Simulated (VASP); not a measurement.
# LiH (rock salt type) in VASP: a series of runs, part 2 of 2

VASP 6.6.1.

**3. Single point, HSE06**

This run uses another cell than the first one, of 8.45 Å³/atom.

File POSCAR:

```
LiH
1.0
    0.0000000000      2.0364504017      2.0364504017
    2.0364504017      0.0000000000      2.0364504017
    2.0364504017      2.0364504017      0.0000000000
Li H
1 1
Direct
    0.0000000000      0.0000000000      0.0000000000
    0.5000000000      0.5000000000      0.5000000000
```

File INCAR.step1:

```
SYSTEM = LiH
PREC     = Accurate       ! precision mode
ENCUT    = 520            ! plane-wave cutoff, eV
EDIFF    = 1E-5           ! SCF threshold, eV
ISMEAR   = -1             ! smearing method
SIGMA    = 0.05           ! smearing width, eV
LREAL    = .False.        ! projectors in reciprocal space
LASPH    = .True.         ! aspherical terms in the spheres
NELM     = 80             ! most SCF steps
ALGO     = Normal         ! electronic algorithm
ISIF     = 2              ! what is computed and relaxed
LWAVE    = .True.         ! write WAVECAR
LCHARG   = .False.        ! write CHGCAR
GGA      = PE             ! functional
NBANDS   = 9              ! bands
```

File INCAR.step2:

```
SYSTEM = LiH
PREC     = Accurate       ! precision mode
ENCUT    = 520            ! plane-wave cutoff, eV
EDIFF    = 1E-7           ! SCF threshold, eV
ISMEAR   = -1             ! smearing method
SIGMA    = 0.05           ! smearing width, eV
LREAL    = .False.        ! projectors in reciprocal space
LASPH    = .True.         ! aspherical terms in the spheres
NELM     = 80             ! most SCF steps
ALGO     = Normal         ! electronic algorithm
ISIF     = 2              ! what is computed and relaxed
LWAVE    = .False.        ! write WAVECAR
LCHARG   = .False.        ! write CHGCAR
GGA      = PE             ! functional
LHFCALC  = .True.         ! exact exchange
HFSCREEN = 0.2079         ! screening, 1/A
PRECFOCK = Normal       
ISTART   = 1            
NBANDS   = 9              ! bands
```

File KPOINTS:

```
Automatic mesh
0
Gamma
  4 4 4
  0 0 0
```

Potentials or basis: VASP PAW PBE potentials, release 64 (Li_sv, H).

Run with:

```bash
> cat potpaw_PBE.64/Li_sv/POTCAR potpaw_PBE.64/H/POTCAR > POTCAR
> cp INCAR.step1 INCAR
> mpirun -np 1 vasp_std > vasp.out
> cp INCAR.step2 INCAR
> mpirun -np 1 vasp_std > vasp.out
```

OUTCAR:

```text
SYSTEM = LiH
   PREC = Accurate
   ENCUT = 520
   EDIFF = 1E-7
   ISMEAR = -1
   LREAL = .False.
   LASPH = .True.
   NELM = 80
   ISIF = 2
   GGA = PE
   LHFCALC = .True.
   HFSCREEN = 0.2079
   PRECFOCK = Normal
   ISTART = 1

 ion  position               nearest neighbor table
   1  0.000  0.000  0.000-
   2  0.500  0.500  0.500-

  LATTYP: Found a face centered cubic cell.
 ALAT       =     4.0729008034

  Lattice vectors:
[... 270 lines left out ...]
      8      24.1407      0.00000
      9      28.1362      0.00000

------------------------ aborting loop because EDIFF is reached ----------------------------------------

  FORCE on cell =-STRESS in cart. coord.  units (eV):
  Direction    XX          YY          ZZ          XY          YZ          ZX
  --------------------------------------------------------------------------------------
  -------------------------------------------------------------------------------------
  Total       -0.2194159     -0.2194159     -0.2194159      0.0000000     -0.0000000      0.0000000
  in kB      -20.8126380    -20.8126380    -20.8126380      0.0000000     -0.0000000      0.0000000
  external PRESSURE =     -20.8126380 kB  Pullay stress =       0.0000000 kB

 VOLUME and BASIS-vectors are now :
 -----------------------------------------------------------------------------
  energy-cutoff  :      520.00
  volume of cell :       16.89
      direct lattice vectors                 reciprocal lattice vectors
     0.000000000  2.036450402  2.036450402    -0.245525253  0.245525253  0.245525253
     2.036450402  0.000000000  2.036450402     0.245525253 -0.245525253  0.245525253
     2.036450402  2.036450402  0.000000000     0.245525253  0.245525253 -0.245525253

 POSITION                                       TOTAL-FORCE (eV/Angst)
 -----------------------------------------------------------------------------------
      0.00000      0.00000      0.00000        -0.000000     -0.000000     -0.000000
      2.03645      2.03645      2.03645         0.000000      0.000000      0.000000
 -----------------------------------------------------------------------------------
    total drift:                                0.000000      0.000000      0.000000

  FREE ENERGIE OF THE ION-ELECTRON SYSTEM (eV)
  ---------------------------------------------------
  free  energy   TOTEN  =        -6.7708877430 eV

  energy  without entropy=       -6.7708877429  energy(sigma->0) =       -6.77088774
```

OUTCAR.step1:

```text
SYSTEM = LiH
   PREC = Accurate
   ENCUT = 520
   EDIFF = 1E-5
   ISMEAR = -1
   LREAL = .False.
[... 299 lines left out ...]
      0.00000      0.00000      0.00000        -0.000000     -0.000000      0.000000
      2.03645      2.03645      2.03645         0.000000      0.000000     -0.000000
 -----------------------------------------------------------------------------------
    total drift:                                0.000000     -0.000000     -0.000000

  FREE ENERGIE OF THE ION-ELECTRON SYSTEM (eV)
  ---------------------------------------------------
  free  energy   TOTEN  =        -6.1100364920 eV

  energy  without entropy=       -6.1100364920  energy(sigma->0) =       -6.11003649
```

OSZICAR.step1:

```text
N       E                     dE             d eps       ncg     rms          rms(c)
DAV:   1    -0.321652036637E+01   -0.32165E+01   -0.14269E+03   144   0.401E+02
DAV:   2    -0.631366667836E+01   -0.30971E+01   -0.30793E+01   182   0.468E+01
DAV:   3    -0.635523978820E+01   -0.41573E-01   -0.41554E-01   189   0.451E+00
DAV:   4    -0.635542512936E+01   -0.18534E-03   -0.18531E-03   174   0.256E-01
DAV:   5    -0.635542574562E+01   -0.61626E-06   -0.61630E-06   177   0.119E-02    0.287E+00
DAV:   6    -0.616994158723E+01    0.18548E+00   -0.14970E-01   162   0.120E+00    0.144E+00
DAV:   7    -0.610819529800E+01    0.61746E-01   -0.19272E-01   161   0.154E+00    0.223E-01
DAV:   8    -0.611011183356E+01   -0.19165E-02   -0.43976E-03   171   0.421E-01    0.387E-02
DAV:   9    -0.611004434191E+01    0.67492E-04   -0.13214E-04   188   0.482E-02    0.541E-03
DAV:  10    -0.611003649203E+01    0.78499E-05   -0.49276E-06   110   0.156E-02
   1 F= -.61100365E+01 E0= -.61100365E+01  d E =-.103479E-11
```

Wall time 51 s (1 thread of Intel Xeon 8259CL, shared host); peak memory 0.23 GiB.

What came out:

```
Free energy            : -6.7709 eV
Band gap on the k mesh : 4.02 eV
```

Levels at points of the mesh, in eV from the valence-band top:
```csv
k point,band 1,band 2,band 3,band 4,band 5,band 6,band 7
"(0.00, 0.00, 0.00)",-47.34,-5.85,17.32,18.98,18.98,18.98,23.49
"(0.50, 0.00, 0.00)",-47.29,-2.71,5.85,14.84,17.58,17.58,20.13
"(0.50, 0.50, 0.00)",-47.28,0.00,4.02,11.94,11.94,14.99,18.25
```

Caveat: the k points lie up to 0.67 Å⁻¹ apart; the cutoff is under 1.25 times the usual one of these potentials, so pressure, stress and relaxed cells hold a basis-set (Pulay) error; the PAW data sets were made with another functional, which shifts forces and pressure a little. A k mesh can miss the band edges.

**4. Single point, HSE06**

This run uses another cell than the first one, of 8.45 Å³/atom.

POSCAR is that of step 3.

File INCAR.step1:

```
ALGO = Normal
EDIFF = 1E-5
ENCUT = 520
GGA = PE
ISIF = 2
ISMEAR = -1
LASPH = True
LCHARG = False
LREAL = False
LWAVE = True
NBANDS = 9
NELM = 60
PREC = Accurate
SIGMA = 0.05
```

File INCAR.step2:

```
ALGO = Normal
EDIFF = 1E-7
ENCUT = 520
GGA = PE
HFSCREEN = 0.2079
ISIF = 2
ISMEAR = -1
ISTART = 1
LASPH = True
LCHARG = False
LHFCALC = True
LREAL = False
LWAVE = False
NBANDS = 9
NELM = 60
PREC = Accurate
PRECFOCK = Normal
SIGMA = 0.05
```

File KPOINTS:

```
k-points
0
Gamma
  4 4 4
```

Run with:

```bash
> cat potpaw_PBE.64/Li_sv/POTCAR potpaw_PBE.64/H/POTCAR > POTCAR
> cp INCAR.step1 INCAR
> mpirun -np 1 vasp_std > vasp.out
> cp INCAR.step2 INCAR
> mpirun -np 1 vasp_std > vasp.out
```

It took 51 s on 1 thread of Intel Xeon 8259CL, shared host; peak memory 0.23 GiB.

Results (log left out):

* Free energy: -6.7709 eV
* Band gap on the k mesh: 4.02 eV

Levels at points of the mesh, in eV from the valence-band top:
```tsv
k point	band 1	band 2	band 3	band 4	band 5	band 6	band 7
(0.00, 0.00, 0.00)	-47.34	-5.85	17.32	18.98	18.98	18.98	23.49
(0.50, 0.00, 0.00)	-47.29	-2.71	5.85	14.84	17.58	17.58	20.13
(0.50, 0.50, 0.00)	-47.28	0.00	4.02	11.94	11.94	14.99	18.25
```

Caveat: the k points lie up to 0.67 Å⁻¹ apart; the cutoff is under 1.25 times the usual one of these potentials, so pressure, stress and relaxed cells hold a basis-set (Pulay) error; the PAW data sets were made with another functional, which shifts forces and pressure a little. A k mesh can miss the band edges.

**5. Single point, HSE06**

This run uses another cell than the first one, of 8.12 Å³/atom.

File POSCAR:

```
LiH
1.0
    0.0000000000      2.0100000000      2.0100000000
    2.0100000000      0.0000000000      2.0100000000
    2.0100000000      2.0100000000      0.0000000000
Li H
1 1
Direct
    0.0086171682      0.0086171682      0.0086171682
    0.5000000000      0.5000000000      0.5000000000
```

File INCAR.step1:

```
PREC = Accurate
ENCUT = 520
EDIFF = 1E-5
ISMEAR = -1
SIGMA = 0.05
LREAL = F
LASPH = T
NELM = 60
ALGO = Normal
ISIF = 2
LWAVE = T
LCHARG = F
NBANDS = 9
GGA = PE
```

File INCAR.step2:

```
PREC = Accurate
ENCUT = 520
EDIFF = 1E-6
ISMEAR = -1
SIGMA = 0.05
LREAL = F
LASPH = T
NELM = 60
ALGO = Normal
ISIF = 2
LWAVE = F
LCHARG = F
GGA = PE
LHFCALC = T
HFSCREEN = 0.2079
PRECFOCK = Normal
NBANDS = 9
ISTART = 1
```

File KPOINTS:

```
regular mesh
0
Gamma
  4 4 4
```

Potentials or basis: VASP PAW PBE potentials, release 64 (Li_sv, H).

Run with:

```bash
> cat potpaw_PBE.64/Li_sv/POTCAR potpaw_PBE.64/H/POTCAR > POTCAR
> cp INCAR.step1 INCAR
> mpirun -np 1 vasp_std > vasp.out
> cp INCAR.step2 INCAR
> mpirun -np 1 vasp_std > vasp.out
```

OUTCAR:

```text
PREC = Accurate
   ENCUT = 520
   EDIFF = 1E-6
   ISMEAR = -1
   LREAL = F
   LASPH = T
   NELM = 60
   ISIF = 2
   GGA = PE
   LHFCALC = T
   HFSCREEN = 0.2079
   PRECFOCK = Normal
   ISTART = 1

 ion  position               nearest neighbor table
   1  0.009  0.009  0.009-
   2  0.500  0.500  0.500-

  LATTYP: Found a face centered cubic cell.
 ALAT       =     4.0200000000

  Lattice vectors:

 A1 = (   0.0000000000,   2.0100000000,   2.0100000000)
 A2 = (   2.0100000000,   0.0000000000,   2.0100000000)
 A3 = (   2.0100000000,   2.0100000000,   0.0000000000)

Analysis of symmetry for initial positions (statically):
=====================================================================
 Subroutine PRICEL returns:
 Original cell was already a primitive cell.

 Routine SETGRP: Setting up the symmetry group for a
 face centered cubic supercell.

 Subroutine GETGRP returns: Found  6 space group operations
 (whereof  6 operations were pure point group operations)
 out of a pool of 48 trial point group operations.

The static configuration has the point symmetry C_3v.

Analysis of symmetry for dynamics (positions and initial velocities):
=====================================================================
 Subroutine PRICEL returns:
 Original cell was already a primitive cell.

 Routine SETGRP: Setting up the symmetry group for a
 face centered cubic supercell.

 Subroutine GETGRP returns: Found  6 space group operations
 (whereof  6 operations were pure point group operations)
 out of a pool of 48 trial point group operations.

The dynamic configuration has the point symmetry C_3v.

 Subroutine INISYM returns: Found  6 space group operations
 (whereof  6 operations are pure point group operations),
 and found     1 'primitive' translations

----------------------------------------------------------------------------------------
[... 111 lines left out ...]
   NKREDY  =     1    reduce k-point grid by
   NKREDZ  =     1    reduce k-point grid by
   AEXX    =    0.2500 exact exchange contribution
   HFSCREEN=    0.2079 screening length (either q_TF or 0.3 A-1)
   HFSCREENC=   0.2079 screening length for correlation (either q_TF or 0.3 A-1)
   ENCUTFOCK=  -1.0 apply spherical cutoff to Coloumb kernel
   IVDW    =     0    specifies the selected vdW correction
   LEPSILON=     F    determine dielectric tensor
   LRPA    =     F    only Hartree local field effects (RPA)
 non-spin polarized calculation
  energy-cutoff  :      520.00
  volume of cell :       16.24
 maximum number of plane-waves:       444
 NGX is ok and might be reduce to    24
  NGX = 16; NGY = 16; NGZ = 16

 number of electron       4.0000001 magnetization

 Free energy of the ion-electron system (eV)
  ---------------------------------------------------
  ext. energy  EPLUGINS =         0.00000000
  ---------------------------------------------------
  free energy    TOTEN  =        -6.77416572 eV

  energy without entropy =       -6.77416572  energy(sigma->0) =       -6.77416572

 E-fermi :   0.6453     XC(G=0):  -7.0971

 val. band max:       -0.6591764292   @ k =   0.5000   0.5000   0.0000
 cond. band min:       3.3681453791   @ k =   0.5000   0.5000   0.0000
 fundamental gap:      4.0273218083
 Fermi energy:         0.6453348069

 k-point     1 :       0.0000    0.0000    0.0000
  band No.  band energies     occupation
      1     -47.9426      2.00000
      2      -6.6652      2.00000
      3      17.0987      0.00000
      4      18.7362      0.00000
      5      18.7362      0.00000
      6      18.8682      0.00000
      7      23.3167      0.00000
      8      23.3268      0.00000
      9      23.3268      0.00000
[... 133 lines left out ...]
 k-point    13 :      -0.2500    0.5000    0.2500
  band No.  band energies     occupation
      1     -47.8797      2.00000
      2      -0.8803      2.00000
      3       5.7451      0.00000
      4       5.7480      0.00000
      5      12.4574      0.00000
      6      18.5685      0.00000
      7      24.8428      0.00000
      8      24.8443      0.00000
      9      29.0341      0.00000

------------------------ aborting loop because EDIFF is reached ----------------------------------------

  FORCE on cell =-STRESS in cart. coord.  units (eV):
  Direction    XX          YY          ZZ          XY          YZ          ZX
  --------------------------------------------------------------------------------------
  -------------------------------------------------------------------------------------
  Total       -0.0796790     -0.0796790     -0.0796790     -0.0009059     -0.0009059     -0.0009059
  in kB       -7.8602498     -7.8602498     -7.8602498     -0.0893672     -0.0893672     -0.0893672
  external PRESSURE =      -7.8602498 kB  Pullay stress =       0.0000000 kB

 VOLUME and BASIS-vectors are now :
 -----------------------------------------------------------------------------
  energy-cutoff  :      520.00
  volume of cell :       16.24
      direct lattice vectors                 reciprocal lattice vectors
     0.000000000  2.010000000  2.010000000    -0.248756219  0.248756219  0.248756219
     2.010000000  0.000000000  2.010000000     0.248756219 -0.248756219  0.248756219
     2.010000000  2.010000000  0.000000000     0.248756219  0.248756219 -0.248756219

 POSITION                                       TOTAL-FORCE (eV/Angst)
 -----------------------------------------------------------------------------------
      0.03464      0.03464      0.03464        -0.034505     -0.034505     -0.034505
      2.01000      2.01000      2.01000         0.034505      0.034505      0.034505
 -----------------------------------------------------------------------------------
    total drift:                                0.000042      0.000042      0.000041

  FREE ENERGIE OF THE ION-ELECTRON SYSTEM (eV)
  ---------------------------------------------------
  free  energy   TOTEN  =        -6.7741657220 eV

  energy  without entropy=       -6.7741657220  energy(sigma->0) =       -6.77416572
```

Run time: 27 s. Hardware: 1 thread of Intel Xeon 8259CL, shared host; peak memory 0.23 GiB.

Results:

```
Free energy            : -6.7742 eV
Largest force          : 0.060 eV/Å
Band gap on the k mesh : 4.03 eV
```

Forces on the atoms (eV/Å):
```
Li  -0.035 -0.035 -0.035
H    0.035  0.035  0.035
```

Caveat: the k points lie up to 0.68 Å⁻¹ apart; the cutoff is under 1.25 times the usual one of these potentials, so pressure, stress and relaxed cells hold a basis-set (Pulay) error; the PAW data sets were made with another functional, which shifts forces and pressure a little.

**6. Summary**

```csv
cell,gap on the mesh (eV)
"a = 2.852 Å, angles 60.0°, 2 atoms, atomic positions A",4.01
"a = 2.880 Å, angles 60.0°, 2 atoms, atomic positions A",4.02
"a = 2.843 Å, angles 60.0°, 2 atoms, atomic positions B",4.03
```

Alike in all rows: task single point; level HSE06; potentials or basis VASP PAW PBE potentials, release 64 (Li_sv, H); no spin polarisation; k mesh 4 × 4 × 4; cutoff (eV) 520; smearing fermi-dirac 0.05 eV.

Caveats: all runs use coarse meshes; the cutoff is under 1.25 times the usual one of these potentials, so pressure, stress and relaxed cells hold a basis-set (Pulay) error; the PAW data sets were made with another functional, which shifts forces and pressure a little.

Total energies depend on the potentials used, so only differences within one code and one set of settings carry meaning.
